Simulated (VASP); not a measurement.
# KBi2IO4 (P4/mmm) in VASP: single point with LDA

Aim: the single point of KBi2IO4 with LDA.

Everything below comes from runs of VASP 6.6.1. Logs are shortened: lines on timing, memory, paths and dates and some standing lists are left out, and cuts for length are marked.

## 1. The cell of the first run

It takes space group P4/mmm (No. 123, tetragonal). Conventional cell: a = 3.992 Å, b = 3.992 Å, c = 9.792 Å, α = 90.00°, β = 90.00°, γ = 90.00°. I (site symmetry 4/mmm) has 8 Bi at 3.68 Å and 4 I at 3.99 Å and 8 O at 4.03 Å and 2 K at 4.90 Å within 4.9 Å. Bi (site symmetry 4mm) has 4 O at 2.30 Å within 3.0 Å. Within 3.2 Å of K (site symmetry 4/mmm) lie 8 O at 2.43 Å. O (site symmetry 2mm) has 2 Bi at 2.30 Å and 2 K at 2.43 Å and 5 O at 2.78 to 2.82 Å within 3.0 Å.

## 2. Single point, LDA

Input file INCAR:

```
PREC = Accurate ; ENCUT = 520
EDIFF = 1E-6 ; ISMEAR = -1
SIGMA = 0.1 ; LREAL = F
LASPH = T ; NELM = 60
ALGO = Normal ; ISIF = 2
LWAVE = F ; LCHARG = F
NBANDS = 45
```

Input file KPOINTS:

```
regular mesh
0
Gamma
  9 9 4
```

Input file POSCAR:

```
KBi2IO4
1.0
    3.9923220000      0.0000000000      0.0000000000
    0.0000000000      3.9923220000      0.0000000000
    0.0000000000      0.0000000000      9.7915610000
I Bi K O
1 2 1 4
Direct
    0.0000000000      0.0000000000      0.5000000000
    0.5000000000      0.5000000000      0.7416000000
    0.5000000000      0.5000000000      0.2584000000
    0.0000000000      0.0000000000      0.0000000000
    0.5000000000      0.0000000000      0.8580000000
    0.0000000000      0.5000000000      0.8580000000
    0.5000000000      0.0000000000      0.1420000000
    0.0000000000      0.5000000000      0.1420000000
```

Potentials or basis: VASP PAW LDA potentials, release 64 (I, Bi_d, K_sv, O).

Launch:

```
cat potpaw_LDA.64/I/POTCAR potpaw_LDA.64/Bi_d/POTCAR potpaw_LDA.64/K_sv/POTCAR potpaw_LDA.64/O/POTCAR > POTCAR
mpirun -np 1 vasp_std > vasp.out
```

OUTCAR:

```text
PREC = Accurate
   ENCUT = 520
   EDIFF = 1E-6
   ISMEAR = -1
   LREAL = F
   LASPH = T
   NELM = 60
   ISIF = 2

 ion  position               nearest neighbor table
   1  0.000  0.000  0.500-   2 3.68   3 3.68   2 3.68   3 3.68   2 3.68   3 3.68   2 3.68   3 3.68

   2  0.500  0.500  0.742-   5 2.30   6 2.30   5 2.30   6 2.30   1 3.68   1 3.68   1 3.68   1 3.68
                             4 3.79   4 3.79   4 3.79   4 3.79
   3  0.500  0.500  0.258-   7 2.30   8 2.30   7 2.30   8 2.30   1 3.68   1 3.68   1 3.68   1 3.68
                             4 3.79   4 3.79   4 3.79   4 3.79
   4  0.000  0.000  0.000-   5 2.43   6 2.43   7 2.43   8 2.43   6 2.43   8 2.43   5 2.43   7 2.43
                             2 3.79   3 3.79   2 3.79   3 3.79   2 3.79   3 3.79   2 3.79   3 3.79
   5  0.500  0.000  0.858-   2 2.30   2 2.30   4 2.43   4 2.43
   6  0.000  0.500  0.858-   2 2.30   2 2.30   4 2.43   4 2.43
   7  0.500  0.000  0.142-   3 2.30   3 2.30   4 2.43   4 2.43
   8  0.000  0.500  0.142-   3 2.30   3 2.30   4 2.43   4 2.43

  LATTYP: Found a simple tetragonal cell.
 ALAT       =     3.9923220000
 C/A-ratio  =     2.4525980119

  Lattice vectors:

 A1 = (   3.9923220000,   0.0000000000,   0.0000000000)
 A2 = (   0.0000000000,   3.9923220000,   0.0000000000)
 A3 = (   0.0000000000,   0.0000000000,   9.7915610000)

Analysis of symmetry for initial positions (statically):
=====================================================================
 Subroutine PRICEL returns:
 Original cell was already a primitive cell.

 Routine SETGRP: Setting up the symmetry group for a
 simple tetragonal supercell.

 Subroutine GETGRP returns: Found 16 space group operations
 (whereof 16 operations were pure point group operations)
 out of a pool of 16 trial point group operations.

The static configuration has the point symmetry D_4h.

Analysis of symmetry for dynamics (positions and initial velocities):
=====================================================================
 Subroutine PRICEL returns:
 Original cell was already a primitive cell.

 Routine SETGRP: Setting up the symmetry group for a
 simple tetragonal supercell.

 Subroutine GETGRP returns: Found 16 space group operations
 (whereof 16 operations were pure point group operations)
 out of a pool of 16 trial point group operations.

The dynamic configuration has the point symmetry D_4h.

 Subroutine INISYM returns: Found 16 space group operations
 (whereof 16 operations are pure point group operations),
 and found     1 'primitive' translations

----------------------------------------------------------------------------------------

                                     Primitive cell

  volume of cell :     156.0641

  direct lattice vectors                    reciprocal lattice vectors
     3.992322000  0.000000000  0.000000000     0.250480798  0.000000000  0.000000000
     0.000000000  3.992322000  0.000000000     0.000000000  0.250480798  0.000000000
     0.000000000  0.000000000  9.791561000     0.000000000  0.000000000  0.102128762

  length of vectors
     3.992322000  3.992322000  9.791561000     0.250480798  0.250480798  0.102128762

  position of ions in fractional coordinates (direct lattice)
     0.000000000  0.000000000  0.500000000
     0.500000000  0.500000000  0.741600000
     0.500000000  0.500000000  0.258400000
     0.000000000  0.000000000  0.000000000
     0.500000000  0.000000000  0.858000000
     0.000000000  0.500000000  0.858000000
     0.500000000  0.000000000  0.142000000
     0.000000000  0.500000000  0.142000000

  ion indices of the primitive-cell ions
   primitive index   ion index
                 1           1
                 2           2
                 3           3
                 4           4
                 5           5
                 6           6
                 7           7
                 8           8

----------------------------------------------------------------------------------------

 KPOINTS: regular mesh

Automatic generation of k-mesh.
 Grid dimensions read from file:
 generate k-points for:    9    9    4

 Generating k-lattice:

  Cartesian coordinates                     Fractional coordinates (reciprocal lattice)
     0.027831200  0.000000000  0.000000000     0.111111111  0.000000000  0.000000000
     0.000000000  0.027831200  0.000000000     0.000000000  0.111111111  0.000000000
     0.000000000  0.000000000  0.025532190     0.000000000  0.000000000  0.250000000

  Length of vectors
     0.027831200  0.027831200  0.025532190

  Shift w.r.t. Gamma in fractional coordinates (k-lattice)
     0.000000000  0.000000000  0.000000000

 Subroutine IBZKPT returns following result:
 ===========================================

 Found     45 irreducible k-points:

 Following reciprocal coordinates:
            Coordinates               Weight
  0.000000  0.000000  0.000000      1.000000
  0.111111  0.000000  0.000000      4.000000
  0.222222  0.000000  0.000000      4.000000
  0.333333  0.000000  0.000000      4.000000
  0.444444  0.000000  0.000000      4.000000
  0.111111  0.111111  0.000000      4.000000
[... 16 lines left out ...]
  0.333333  0.111111  0.250000     16.000000
  0.444444  0.111111  0.250000     16.000000
 [... further k-points ...]
   k-points           NKPTS =     45   k-points in BZ     NKDIM =     45   number of bands    NBANDS=     45
   number of dos      NEDOS =    301   number of ions     NIONS =      8
   total plane-waves  NPLWV =  72000
   dimension x,y,z NGX =    30 NGY =   30 NGZ =   80
   dimension x,y,z NGXF=    60 NGYF=   60 NGZF=  160
   ions per type =               1   2   1   4
   NGX,Y,Z   is equivalent  to a cutoff of  12.49, 12.49, 13.58 a.u.
   NGXF,Y,Z  is equivalent  to a cutoff of  24.98, 24.98, 27.17 a.u.
 SYSTEM =  unknown system
   PREC   = accura    normal or accurate (medium, high low for compatibility)
   ISTART =      0    job   : 0-new  1-cont  2-samecut
   ICHARG =      2    charge: 1-file 2-atom 10-const
   ISPIN  =      1    spin polarized calculation?
   LNONCOLLINEAR =      F non collinear calculations
   LSORBIT =      F    spin-orbit coupling
   LASPH  =      T    aspherical Exc in radial PAW
   ENCUT  =  520.0 eV  38.22 Ry    6.18 a.u.   7.42  7.42 18.21*2*pi/ulx,y,z
   NELM   =     60;   NELMIN=  2; NELMDL= -5     # of ELM steps
   EDIFF  = 0.1E-05   stopping-criterion for ELM
   LREAL  =      F    real-space projection
   EDIFFG = 0.1E-04   stopping-criterion for IOM
   NSW    =      0    number of steps for IOM
   IBRION =     -1    ionic relax: 0-MD 1-quasi-New 2-CG
   NFREE  =      0    steps in history (QN), initial steepest desc. (CG)
   ISIF   =      2    stress and relaxation
   ISYM   =      2    0-nonsym 1-usesym 2-fastsym
   POTIM  = 0.5000    time-step for ionic-motion
   TEBEG  =    0.0;   TEEND  =   0.0 temperature during run
   PSTRESS=    0.0 pullay stress
   NELECT =      70.0000    total number of electrons
   NUPDOWN=      -1.0000    fix difference up-down
   EMIN   =  10.00;   EMAX   =-10.00  energy-range for DOS
   EFERMI =   0.00;   METHOD = LEGACY
   ISMEAR =    -1;   SIGMA  =   0.10  broadening in eV -4-tet -1-fermi 0-gaus
   EFERMI_NEDOS =   21; number of points for ismear=-14 and -15
   IALGO  =     38    algorithm
   IMIX   =      4    mixing-type and parameters
     AMIX     =   0.40;   BMIX     =  1.00
     AMIX_MAG =   1.60;   BMIX_MAG =  1.00
  volume/ion in A,a.u.               =      19.51       131.65
  Fermi-wavevector in a.u.,A,eV,Ry     =   1.253160  2.368129 21.366722  1.570410
  Thomas-Fermi vector in A             =   2.387026
   LORBIT       =      0    0 simple, 1 ext, 2 COOP (PROOUT), +10 PAW based schemes
   GGA     = CA    functional components
   LHFCALC =     F    Hartree Fock is set to
   AEXX    =    0.0000 exact exchange contribution
   IVDW    =     0    specifies the selected vdW correction
   LEPSILON=     F    determine dielectric tensor
   LRPA    =     F    only Hartree local field effects (RPA)
 non-spin polarized calculation
  energy-cutoff  :      520.00
  volume of cell :      156.06
 maximum number of plane-waves:      4245
 NGX is ok and might be reduce to    30
   NGX = 15   NGY = 15   NGZ = 37

 number of electron      70.0000001 magnetization

 Free energy of the ion-electron system (eV)
  ---------------------------------------------------
  ext. energy  EPLUGINS =         0.00000000
  ---------------------------------------------------
  free energy    TOTEN  =       -40.64740126 eV

  energy without entropy =      -40.37220305  energy(sigma->0) =      -40.50980215

 E-fermi :   3.0273     XC(G=0): -10.1976

 val. band max:        3.0262642939   @ k =   0.3333   0.2222   0.5000
 cond. band min:       3.0322246801   @ k =   0.2222   0.2222   0.2500
 fundamental gap:      0.0059603862
 Fermi energy:         3.0272697036

 k-point     1 :       0.0000    0.0000    0.0000
  band No.  band energies     occupation
      1     -22.0340      2.00000
      2     -18.9602      2.00000
      3     -18.9587      2.00000
      4     -18.8850      2.00000
      5     -18.8821      2.00000
      6     -18.8696      2.00000
[... 37 lines left out ...]
     44       9.1796      0.00000
     45      11.6111      0.00000

 k-point     2 :       0.1111    0.0000    0.0000
  band No.  band energies     occupation
      1     -22.0286      2.00000
      2     -18.9553      2.00000
      3     -18.9538      2.00000
      4     -18.8863      2.00000
      5     -18.8841      2.00000
      6     -18.8700      2.00000
[... 37 lines left out ...]
     44       9.6784      0.00000
     45      12.1158      0.00000

 k-point     3 :       0.2222    0.0000    0.0000
  band No.  band energies     occupation
      1     -22.0148      2.00000
      2     -18.9450      2.00000
      3     -18.9435      2.00000
      4     -18.8937      2.00000
      5     -18.8931      2.00000
      6     -18.8689      2.00000
[... 997 lines left out ...]
     44      11.7752      0.00000
     45      12.5034      0.00000

 k-point    24 :       0.4444    0.1111    0.2500
  band No.  band energies     occupation
      1     -21.9833      2.00000
      2     -18.9379      2.00000
      3     -18.9357      2.00000
      4     -18.9080      2.00000
      5     -18.9069      2.00000
      6     -18.8682      2.00000
[... 37 lines left out ...]
     44      11.6980      0.00000
     45      12.3278      0.00000

 [... further k-points ...]
[... 5 lines left out ...]
  --------------------------------------------------------------------------------------
  -------------------------------------------------------------------------------------
  Total       -5.0004217     -5.0004217     -1.8064377      0.0000000      0.0000000      0.0000000
  in kB      -51.3350697    -51.3350697    -18.5451571      0.0000000      0.0000000      0.0000000
  external PRESSURE =     -40.4050988 kB  Pullay stress =       0.0000000 kB

 VOLUME and BASIS-vectors are now :
 -----------------------------------------------------------------------------
  energy-cutoff  :      520.00
  volume of cell :      156.06
      direct lattice vectors                 reciprocal lattice vectors
     3.992322000  0.000000000  0.000000000     0.250480798  0.000000000  0.000000000
     0.000000000  3.992322000  0.000000000     0.000000000  0.250480798  0.000000000
     0.000000000  0.000000000  9.791561000     0.000000000  0.000000000  0.102128762

 POSITION                                       TOTAL-FORCE (eV/Angst)
 -----------------------------------------------------------------------------------
      0.00000      0.00000      4.89578         0.000000      0.000000      0.000000
      1.99616      1.99616      7.26142         0.000000     -0.000000      2.383927
      1.99616      1.99616      2.53014        -0.000000      0.000000     -2.383927
      0.00000      0.00000      0.00000         0.000000      0.000000      0.000000
      1.99616      0.00000      8.40116         0.000000      0.000000     -2.213830
      0.00000      1.99616      8.40116         0.000000      0.000000     -2.213830
      1.99616      0.00000      1.39040         0.000000      0.000000      2.213830
      0.00000      1.99616      1.39040         0.000000      0.000000      2.213830
 -----------------------------------------------------------------------------------
    total drift:                                0.000000      0.000000      0.000000

  FREE ENERGIE OF THE ION-ELECTRON SYSTEM (eV)
  ---------------------------------------------------
  free  energy   TOTEN  =       -40.6474012583 eV

  energy  without entropy=      -40.3722030487  energy(sigma->0) =      -40.50980215
```

Run time: 5.6 min. Hardware: 1 thread of Intel Xeon Platinum 8375C at 2.90GHz (Ice Lake), shared host; peak memory 0.41 GiB.

Results:

```
Free energy            : -40.6474 eV
Pressure               : -4.0 GPa
Largest force          : 2.384 eV/Å
Band gap on the k mesh : zero (bands 35 and 36 overlap by 0.28 eV)
```

Forces in eV/Å, atoms in the order of the input:
```
I    0.000  0.000  0.000
Bi   0.000  0.000  2.384
Bi   0.000  0.000 -2.384
K    0.000  0.000  0.000
O    0.000  0.000 -2.214
O    0.000  0.000 -2.214
O    0.000  0.000  2.214
O    0.000  0.000  2.214
```

Stress tensor (GPa, compression positive):
```
-5.13  0.00  0.00
 0.00 -5.13  0.00
 0.00  0.00 -1.85
```

Caveat: the cell stands under tension; spin-orbit coupling is left out, which moves the levels of the heavy elements; forces of over 1 eV/Å act on the atoms, so gaps and moduli don't describe the material at rest.
